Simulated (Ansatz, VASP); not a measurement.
# Two plane-wave programs on GaN

```
Ga N
1.0
     0.00000    2.11000    2.11000
     2.11000    0.00000    2.11000
     2.11000    2.11000    0.00000
Ga N
1 1
Cartesian
  0.0000 0.0000 0.0000
  2.1100 2.1100 2.1100
```

Alike in both runs: task single point; functional LDA; k mesh 12 × 12 × 12; occupations gaussian, width 0.03 eV; no spin polarisation.

|  | VASP | Ansatz |
| --- | --- | --- |
| version | VASP 6.6.1 | Ansatz 0.2.0 |
| potentials or method | VASP PAW LDA potentials, release 64 (Ga_d, N), cutoff 600 eV | scalar-relativistic, plane waves, PAW |
| valence electrons in the cell | 18 | 18 |

|  | VASP | Ansatz | Ansatz less VASP |
| --- | --- | --- | --- |
| gap on the k mesh at the Fermi level (eV) | 0.44 | 0.42 | -0.019 |
| least direct gap on the mesh (eV) | 2.89 | 2.87 | -0.026 |
| pressure (GPa) | -5.4 | -6.5 | -1.16 |

LDA's correlation is that of Perdew and Zunger in VASP and of Perdew and Wang (1992) in Ansatz.
